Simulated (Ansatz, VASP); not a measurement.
**TaN: VASP beside Ansatz**

INCAR

```
SYSTEM = TaN
ALGO     = Normal         ! electronic algorithm
EDIFF    = 1E-6           ! SCF threshold, eV
ENCUT    = 600            ! plane-wave cutoff, eV
GGA      = PE             ! functional
GGA_COMPAT= .FALSE.      
ISIF     = 2              ! what is computed and relaxed
ISMEAR   = 0              ! smearing method
ISPIN    = 2              ! spin polarisation
LASPH    = .TRUE.         ! aspherical terms in the spheres
LCHARG   = .FALSE.        ! write CHGCAR
LMAXMIX  = 4              ! l up to which the mixer works
LORBIT   = 11             ! projections on sites
LREAL    = .FALSE.        ! projectors in reciprocal space
LWAVE    = .FALSE.        ! write WAVECAR
MAGMOM   = 0.05 0         ! initial moments
NBANDS   = 19             ! bands
NELM     = 200            ! most SCF steps
PREC     = Accurate       ! precision mode
SIGMA    = 0.05           ! smearing width, eV
```

Contents of KPOINTS:

```
k-points
0
G
  8 8 8
  0 0 0
```

Contents of POSCAR:

```
TaN
1.0
    0.0000000000      2.3789699740      2.3789699740
    2.3789699740      0.0000000000      2.3789699740
    2.3789699740      2.3789699740      0.0000000000
Ta N
1 1
Direct
    0.0000000000      0.0000000000      0.0000000000
    0.2500000000      0.2500000000      0.2500000000
```

Input for Ansatz:

```yaml
crystal:
  lattice:
    - [0.0, 2.378969974, 2.378969974]
    - [2.378969974, 0.0, 2.378969974]
    - [2.378969974, 2.378969974, 0.0]
  atoms:
    - { symbol: Ta, position: [0.0, 0.0, 0.0], spin: 0.05 }
    - { symbol: "N", position: [0.25, 0.25, 0.25] }
basis:
  ecutwfc: 420
  ecutrho_ratio: 4
kpoints:
  mp_grid: { grid: [8, 8, 8] }
hamiltonian:
  xc: pbe
scf:
  occupations: { method: gaussian, width: 0.05 }
output:
  forces: true
  stress: true
  eigenvalues: true
  populations: true
magnetization:
  spin_polarized: true
```

Alike in both runs: task single point; functional PBE; k mesh 8 × 8 × 8; occupations gaussian, width 0.05 eV; collinear spin.

|  | VASP | Ansatz |
| --- | --- | --- |
| version | VASP 6.6.1 | Ansatz 0.2.0 |
| potentials or method | VASP PAW PBE potentials, release 64 (Ta_pv, N), cutoff 600 eV | scalar-relativistic, plane waves, PAW |
| valence electrons in the cell | 16 | 18 |

```tsv
	VASP	Ansatz	Ansatz less VASP
gap on the k mesh at the Fermi level (eV)	none	none	-
pressure (GPa)	0.5	0.0	-0.47
net moment per atom (μB)	0.00	0.00	0.000
```

A gap of «none» marks a metal or a gap that the smearing closes. VASP's potentials hold 16 valence electrons a cell and Ansatz's 18, so a difference there can come from the potentials and not from the codes. Ansatz's warnings: seeded moment not kept.

Neither program's run includes spin-orbit coupling.
